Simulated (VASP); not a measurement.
# LiNbO3 (R3c) in VASP: a series of runs

The runs below take LiNbO3 through single point, with r2SCAN.

All numbers are computed with VASP 6.6.1; they aren't measurements. Logs are shortened: lines on timing, memory, paths and dates and some standing lists are left out, and cuts for length are marked.

### 1 The cell of the first run

Symmetry: R3c, No. 161, trigonal system. The conventional cell has a = 5.138 Å, b = 5.138 Å, c = 13.884 Å, α = 90.00°, β = 90.00°, γ = 120.00°. Li (site symmetry 3) has 6 O at 2.05 to 2.24 Å within 2.7 Å. Nb (site symmetry 3) has 6 O at 1.88 to 2.14 Å within 2.5 Å. Within 2.5 Å of O (site symmetry 1) lie 2 Nb at 1.88 to 2.14 Å and 2 Li at 2.05 to 2.24 Å.

### 2 Single point, r2SCAN

POSCAR reads:

```
LiNbO3
1.0
    2.5687892441      1.4830911616      4.6278921106
   -2.5687892441      1.4830911616      4.6278921106
    0.0000000000     -2.9661823232      4.6278921106
Li Nb O
2 2 6
Direct
    0.2820697279      0.2820697279      0.2820697279
    0.7820697279      0.7820697279      0.7820697279
    0.0001366435      0.0001366435      0.0001366435
    0.5001366435      0.5001366435      0.5001366435
    0.1079454267      0.3619796572      0.7196835447
    0.7196835447      0.1079454267      0.3619796572
    0.3619796572      0.7196835447      0.1079454267
    0.2196835447      0.8619796572      0.6079454267
    0.8619796572      0.6079454267      0.2196835447
    0.6079454267      0.2196835447      0.8619796572
```

INCAR.step1 reads:

```
PREC = Accurate
ENCUT = 830
ISMEAR = 0
SIGMA = 0.02
LREAL = F
LASPH = T
NELM = 120
NBANDS = 45
GGA = PE
ALGO = Normal
EDIFF = 1E-5
LWAVE = T
LCHARG = F
GGA_COMPAT = F
```

INCAR.step2 reads:

```
PREC = Accurate
ENCUT = 830
EDIFF = 1E-6
ISMEAR = 0
SIGMA = 0.02
LREAL = F
LASPH = T
NELM = 120
ALGO = Normal
ISIF = 2
LWAVE = F
LCHARG = F
METAGGA = R2SCAN
LMIXTAU = T
NBANDS = 45
ISTART = 1
GGA_COMPAT = F
```

KPOINTS reads:

```
regular mesh
0
Gamma
  6 6 6
```

Potentials or basis: VASP PAW PBE potentials, release 64 (Li_sv, Nb_sv, O).

Command:

```
$ cat potpaw_PBE.64/Li_sv/POTCAR potpaw_PBE.64/Nb_sv/POTCAR potpaw_PBE.64/O/POTCAR > POTCAR
$ cp INCAR.step1 INCAR
$ mpirun -np 1 vasp_std > vasp.out
$ cp INCAR.step2 INCAR
$ mpirun -np 1 vasp_std > vasp.out
```

OUTCAR:

```text
PREC = Accurate
   ENCUT = 830
   EDIFF = 1E-6
   ISMEAR = 0
   LREAL = F
   LASPH = T
   NELM = 120
   ISIF = 2
   METAGGA = R2SCAN
   ISTART = 1

 ion  position               nearest neighbor table
   1  0.282  0.282  0.282-   9 2.05  10 2.05   8 2.05   6 2.24   7 2.24   5 2.24
   2  0.782  0.782  0.782-   5 2.05   6 2.05   7 2.05  10 2.24   8 2.24   9 2.24
   3  0.000  0.000  0.000-   7 1.88   6 1.88   5 1.88  10 2.14   8 2.14   9 2.14
   4  0.500  0.500  0.500-   8 1.88  10 1.88   9 1.88   6 2.14   7 2.14   5 2.14
   5  0.108  0.362  0.720-   3 1.88   2 2.05   4 2.14   1 2.24
   6  0.720  0.108  0.362-   3 1.88   2 2.05   4 2.14   1 2.24
   7  0.362  0.720  0.108-   3 1.88   2 2.05   4 2.14   1 2.24
   8  0.220  0.862  0.608-   4 1.88   1 2.05   3 2.14   2 2.24
   9  0.862  0.608  0.220-   4 1.88   1 2.05   3 2.14   2 2.24
  10  0.608  0.220  0.862-   4 1.88   1 2.05   3 2.14   2 2.24

  LATTYP: Found a trigonal (rhomboedric) cell.
 ALAT       =     5.4968739263
 COS(alpha) =     0.5632273947

  Lattice vectors:

 A1 = (   2.5687892441,   1.4830911616,   4.6278921106)
 A2 = (  -2.5687892441,   1.4830911616,   4.6278921106)
 A3 = (   0.0000000000,  -2.9661823232,   4.6278921106)

Analysis of symmetry for initial positions (statically):
=====================================================================
 Subroutine PRICEL returns:
 Original cell was already a primitive cell.

 Routine SETGRP: Setting up the symmetry group for a
 trigonal (rhombohedral) supercell.

 Subroutine GETGRP returns: Found  6 space group operations
 (whereof  3 operations were pure point group operations)
 out of a pool of 12 trial point group operations.

The static configuration has the point symmetry C_3 .
 The point group associated with its full space group is C_3v.

Analysis of symmetry for dynamics (positions and initial velocities):
=====================================================================
 Subroutine PRICEL returns:
 Original cell was already a primitive cell.

 Routine SETGRP: Setting up the symmetry group for a
 trigonal (rhombohedral) supercell.

 Subroutine GETGRP returns: Found  6 space group operations
 (whereof  3 operations were pure point group operations)
 out of a pool of 12 trial point group operations.

The dynamic configuration has the point symmetry C_3 .
 The point group associated with its full space group is C_3v.

 Subroutine INISYM returns: Found  6 space group operations
 (whereof  3 operations are pure point group operations),
 and found     1 'primitive' translations

----------------------------------------------------------------------------------------

                                     Primitive cell

  volume of cell :     105.7866

  direct lattice vectors                    reciprocal lattice vectors
     2.568789244  1.483091162  4.627892111     0.194644228  0.112377898  0.072027032
    -2.568789244  1.483091162  4.627892111    -0.194644228  0.112377898  0.072027032
     0.000000000 -2.966182323  4.627892111     0.000000000 -0.224755795  0.072027032

  length of vectors
     5.496873926  5.496873926  5.496873926     0.236014959  0.236014959  0.236014959

  position of ions in fractional coordinates (direct lattice)
     0.282069728  0.282069728  0.282069728
     0.782069728  0.782069728  0.782069728
     0.000136643  0.000136643  0.000136643
     0.500136643  0.500136643  0.500136643
     0.107945427  0.361979657  0.719683545
     0.719683545  0.107945427  0.361979657
     0.361979657  0.719683545  0.107945427
     0.219683545  0.861979657  0.607945427
     0.861979657  0.607945427  0.219683545
     0.607945427  0.219683545  0.861979657

  ion indices of the primitive-cell ions
   primitive index   ion index
                 1           1
                 2           2
                 3           3
                 4           4
                 5           5
                 6           6
                 7           7
                 8           8
                 9           9
                10          10

----------------------------------------------------------------------------------------

 KPOINTS: regular mesh

Automatic generation of k-mesh.
 Grid dimensions read from file:
 generate k-points for:    6    6    6

 Generating k-lattice:

  Cartesian coordinates                     Fractional coordinates (reciprocal lattice)
     0.032440705  0.018729650  0.012004505     0.166666667  0.000000000  0.000000000
    -0.032440705  0.018729650  0.012004505     0.000000000  0.166666667  0.000000000
     0.000000000 -0.037459299  0.012004505     0.000000000  0.000000000  0.166666667

  Length of vectors
     0.039335826  0.039335826  0.039335826

  Shift w.r.t. Gamma in fractional coordinates (k-lattice)
     0.000000000  0.000000000  0.000000000

 Subroutine IBZKPT returns following result:
 ===========================================

 Found     32 irreducible k-points:

 Following reciprocal coordinates:
            Coordinates               Weight
  0.000000  0.000000  0.000000      1.000000
  0.166667 -0.000000  0.000000      6.000000
  0.333333  0.000000  0.000000      6.000000
  0.500000  0.000000  0.000000      3.000000
  0.166667  0.166667  0.000000      6.000000
  0.333333  0.166667 -0.000000     12.000000
[... 16 lines left out ...]
  0.500000  0.500000  0.166667      6.000000
 -0.333333  0.500000  0.166667     12.000000
 [... further k-points ...]
   k-points           NKPTS =     32   k-points in BZ     NKDIM =     32   number of bands    NBANDS=     45
   number of dos      NEDOS =    301   number of ions     NIONS =     10
   total plane-waves  NPLWV = 157464
   dimension x,y,z NGX =    54 NGY =   54 NGZ =   54
   dimension x,y,z NGXF=   108 NGYF=  108 NGZF=  108
   ions per type =               2   2   6
   NGX,Y,Z   is equivalent  to a cutoff of  16.33, 16.33, 16.33 a.u.
   NGXF,Y,Z  is equivalent  to a cutoff of  32.66, 32.66, 32.66 a.u.
 SYSTEM =  unknown system
   PREC   = accura    normal or accurate (medium, high low for compatibility)
   ISTART =      1    job   : 0-new  1-cont  2-samecut
   ICHARG =      0    charge: 1-file 2-atom 10-const
   ISPIN  =      1    spin polarized calculation?
   LNONCOLLINEAR =      F non collinear calculations
   LSORBIT =      F    spin-orbit coupling
   LASPH  =      T    aspherical Exc in radial PAW
   ENCUT  =  830.0 eV  61.00 Ry    7.81 a.u.  12.91 12.91 12.91*2*pi/ulx,y,z
   NELM   =    120;   NELMIN=  2; NELMDL=  0     # of ELM steps
   EDIFF  = 0.1E-05   stopping-criterion for ELM
   LREAL  =      F    real-space projection
   EDIFFG = 0.1E-04   stopping-criterion for IOM
   NSW    =      0    number of steps for IOM
   IBRION =     -1    ionic relax: 0-MD 1-quasi-New 2-CG
   NFREE  =      0    steps in history (QN), initial steepest desc. (CG)
   ISIF   =      2    stress and relaxation
   ISYM   =      2    0-nonsym 1-usesym 2-fastsym
   POTIM  = 0.5000    time-step for ionic-motion
   TEBEG  =    0.0;   TEEND  =   0.0 temperature during run
   PSTRESS=    0.0 pullay stress
   NELECT =      68.0000    total number of electrons
   NUPDOWN=      -1.0000    fix difference up-down
   EMIN   =  10.00;   EMAX   =-10.00  energy-range for DOS
   EFERMI =   0.00;   METHOD = LEGACY
   ISMEAR =     0;   SIGMA  =   0.02  broadening in eV -4-tet -1-fermi 0-gaus
   EFERMI_NEDOS =   21; number of points for ismear=-14 and -15
   IALGO  =     38    algorithm
   IMIX   =      4    mixing-type and parameters
     AMIX     =   0.40;   BMIX     =  1.00
     AMIX_MAG =   1.60;   BMIX_MAG =  1.00
  volume/ion in A,a.u.               =      10.58        71.39
  Fermi-wavevector in a.u.,A,eV,Ry     =   1.412866  2.669929 27.159805  1.996189
  Thomas-Fermi vector in A             =   2.534570
   LORBIT       =      0    0 simple, 1 ext, 2 COOP (PROOUT), +10 PAW based schemes
   METAGGA = R2SCAN    functional components
   LHFCALC =     F    Hartree Fock is set to
   AEXX    =    0.0000 exact exchange contribution
   IVDW    =     0    specifies the selected vdW correction
   LEPSILON=     F    determine dielectric tensor
   LRPA    =     F    only Hartree local field effects (RPA)
 non-spin polarized calculation
 Gauss-broadening in eV      SIGMA  =   0.02
  energy-cutoff  :      830.00
  volume of cell :      105.79
 maximum number of plane-waves:      5762
 NGX is ok and might be reduce to    54
   NGX = 25   NGY = 25   NGZ = 25

 number of electron      68.0000003 magnetization

 Free energy of the ion-electron system (eV)
  ---------------------------------------------------
  ext. energy  EPLUGINS =         0.00000000
  ---------------------------------------------------
  free energy    TOTEN  =      -118.68893899 eV

  energy without entropy =     -118.68893899  energy(sigma->0) =     -118.68893899

 E-fermi :   3.3111     XC(G=0): -11.5090

 val. band max:        3.1923057382   @ k =   0.1667   0.1667   0.1667
 cond. band min:       7.2230993079   @ k =   0.5000   0.3333   0.0000
 fundamental gap:      4.0307935696
 Fermi energy:         3.3110980600

 k-point     1 :       0.0000    0.0000    0.0000
  band No.  band energies     occupation
      1     -52.6791      2.00000
      2     -52.6621      2.00000
      3     -40.5994      2.00000
      4     -40.5966      2.00000
      5     -28.2663      2.00000
      6     -28.2663      2.00000
[... 37 lines left out ...]
     44      13.7125      0.00000
     45      13.7127      0.00000

 k-point     2 :       0.1667   -0.0000    0.0000
  band No.  band energies     occupation
      1     -52.6780      2.00000
      2     -52.6632      2.00000
      3     -40.5992      2.00000
      4     -40.5968      2.00000
      5     -28.2567      2.00000
      6     -28.2551      2.00000
[... 1048 lines left out ...]
 k-point    24 :      -0.3333    0.5000    0.1667
  band No.  band energies     occupation
      1     -52.6720      2.00000
      2     -52.6691      2.00000
      3     -40.5983      2.00000
      4     -40.5978      2.00000
      5     -28.2683      2.00000
      6     -28.2665      2.00000
[... 37 lines left out ...]
     44      13.3589      0.00000
     45      14.4085      0.00000

 [... further k-points ...]

------------------------ aborting loop because EDIFF is reached ----------------------------------------

  FORCE on cell =-STRESS in cart. coord.  units (eV):
  Direction    XX          YY          ZZ          XY          YZ          ZX
  --------------------------------------------------------------------------------------
  -------------------------------------------------------------------------------------
  Total       -0.0812628     -0.0812628     -0.0433651      0.0000000      0.0000000     -0.0000000
  in kB       -1.2307547     -1.2307547     -0.6567807      0.0000000      0.0000000     -0.0000000
  external PRESSURE =      -1.0394300 kB  Pullay stress =       0.0000000 kB

 VOLUME and BASIS-vectors are now :
 -----------------------------------------------------------------------------
  energy-cutoff  :      830.00
  volume of cell :      105.79
      direct lattice vectors                 reciprocal lattice vectors
     2.568789244  1.483091162  4.627892111     0.194644228  0.112377898  0.072027032
    -2.568789244  1.483091162  4.627892111    -0.194644228  0.112377898  0.072027032
     0.000000000 -2.966182323  4.627892111     0.000000000 -0.224755795  0.072027032

 POSITION                                       TOTAL-FORCE (eV/Angst)
 -----------------------------------------------------------------------------------
      0.00000      0.00000      3.91616         0.000000      0.000000     -0.002551
      0.00000      0.00000     10.85800         0.000000      0.000000     -0.002551
      0.00000      0.00000      0.00190         0.000000      0.000000     -0.024593
      0.00000      0.00000      6.94374         0.000000      0.000000     -0.024593
     -0.65256     -1.43777      5.50538        -0.007762      0.012659      0.009048
      1.57143      0.15375      5.50538        -0.007082     -0.013051      0.009048
     -0.91887      1.28402      5.50538         0.014844      0.000393      0.009048
     -1.64992     -0.19907      7.81933        -0.014844      0.000393      0.009048
      0.65256      1.52841      7.81933         0.007762      0.012659      0.009048
      0.99736     -1.32934      7.81933         0.007082     -0.013051      0.009048
 -----------------------------------------------------------------------------------
    total drift:                               -0.000000      0.000000     -0.042278

  FREE ENERGIE OF THE ION-ELECTRON SYSTEM (eV)
  ---------------------------------------------------
  free  energy   TOTEN  =      -118.6889389889 eV

  energy  without entropy=     -118.6889389889  energy(sigma->0) =     -118.68893899
```

It took 24 min on 1 thread of Intel Xeon Platinum 8488C (Sapphire Rapids), shared host; peak memory 0.58 GiB.

What came out:

| Quantity | Value |
| --- | --- |
| Free energy | -118.6889 eV |
| Pressure | -0.1 GPa |
| Largest force | 0.025 eV/Å |
| Band gap on the k mesh | 4.03 eV (least direct gap 4.07 eV) |

Forces in eV/Å, atoms in the order of the input:
```
Li   0.000  0.000 -0.003
Li   0.000  0.000 -0.003
Nb   0.000  0.000 -0.025
Nb   0.000  0.000 -0.025
O   -0.008  0.013  0.009
O   -0.007 -0.013  0.009
O    0.015  0.000  0.009
O   -0.015  0.000  0.009
O    0.008  0.013  0.009
O    0.007 -0.013  0.009
```

Caveat: the PAW data sets were made with another functional, which shifts forces and pressure a little. A k mesh can miss the band edges.

### 3 Single point, r2SCAN (10.90 Å³/atom)

This run uses another cell than the first one, of 10.90 Å³/atom.

POSCAR reads:

```
LiNbO3
1.0
    2.5965344445      1.4991098605      4.6654036243
   -2.5965344445      1.4991098605      4.6654036243
    0.0000000000     -2.9982197210      4.6654036243
Li Nb O
2 2 6
Direct
    0.2820700223      0.2820700223      0.2820700223
    0.7820700223      0.7820700223      0.7820700223
    0.0004511915      0.0004511915      0.0004511915
    0.5004511915      0.5004511915      0.5004511915
    0.1127320484      0.3554909619      0.7210707759
    0.7210707759      0.1127320484      0.3554909619
    0.3554909619      0.7210707759      0.1127320484
    0.2210707759      0.8554909619      0.6127320484
    0.8554909619      0.6127320484      0.2210707759
    0.6127320484      0.2210707759      0.8554909619
```

INCAR.step1 reads:

```
  PREC = Accurate
  ENCUT = 830
  ISMEAR = 0
  SIGMA = 0.02
  LREAL = False
  LASPH = True
  NELM = 120
  NBANDS = 45
  GGA = PE
  ALGO = Normal
  EDIFF = 1E-5
  LWAVE = True
  LCHARG = False
  GGA_COMPAT = False
```

INCAR.step2 reads:

```
  PREC = Accurate
  ENCUT = 830
  EDIFF = 1E-6
  ISMEAR = 0
  SIGMA = 0.02
  LREAL = False
  LASPH = True
  NELM = 120
  ALGO = Normal
  ISIF = 2
  LWAVE = False
  LCHARG = True
  METAGGA = R2SCAN
  LMIXTAU = True
  LELF = True
  LVHAR = True
  NBANDS = 45
  ISTART = 1
  GGA_COMPAT = False
```

KPOINTS is that of step 2.

Potentials or basis: VASP PAW PBE potentials, release 64 (Li_sv, Nb_sv, O).

Command:

```
$ cat potpaw_PBE.64/Li_sv/POTCAR potpaw_PBE.64/Nb_sv/POTCAR potpaw_PBE.64/O/POTCAR > POTCAR
$ cp INCAR.step1 INCAR
$ mpirun -np 1 vasp_std > vasp.out
$ cp INCAR.step2 INCAR
$ mpirun -np 1 vasp_std > vasp.out
```

Wall time 25 min (1 thread of Intel Xeon Platinum 8488C (Sapphire Rapids), shared host); peak memory 0.6 GiB.

Results (log left out):

```
Free energy            : -118.6530 eV
Pressure               : -3.3 GPa
Largest force          : 0.029 eV/Å
Band gap on the k mesh : 4.00 eV (least direct gap 4.02 eV)
```

Forces on the atoms (eV/Å):
```
Li   0.000  0.000  0.012
Li   0.000  0.000  0.012
Nb   0.000  0.000 -0.029
Nb   0.000  0.000 -0.029
O   -0.011  0.011  0.006
O   -0.004 -0.015  0.006
O    0.015  0.004  0.006
O   -0.015  0.004  0.006
O    0.011  0.011  0.006
O    0.004 -0.015  0.006
```

Levels at points of the mesh, in eV from the valence-band top:
| k point | band 32 | band 33 | band 34 | band 35 | band 36 | band 37 |
| --- | --- | --- | --- | --- | --- | --- |
| (0.00, 0.00, 0.00) | -0.47 | 0.00 | 0.00 | 4.02 | 4.02 | 4.49 |
| (0.50, 0.00, 0.00) | -0.31 | -0.23 | -0.23 | 4.28 | 4.28 | 5.10 |
| (0.50, 0.50, 0.00) | -0.67 | -0.52 | -0.17 | 4.10 | 4.57 | 4.98 |
| (0.50, 0.50, 0.50) | -0.33 | -0.33 | -0.33 | 5.02 | 5.02 | 5.22 |

Caveat: the cell stands under tension; the PAW data sets were made with another functional, which shifts forces and pressure a little. A k mesh can miss the band edges.
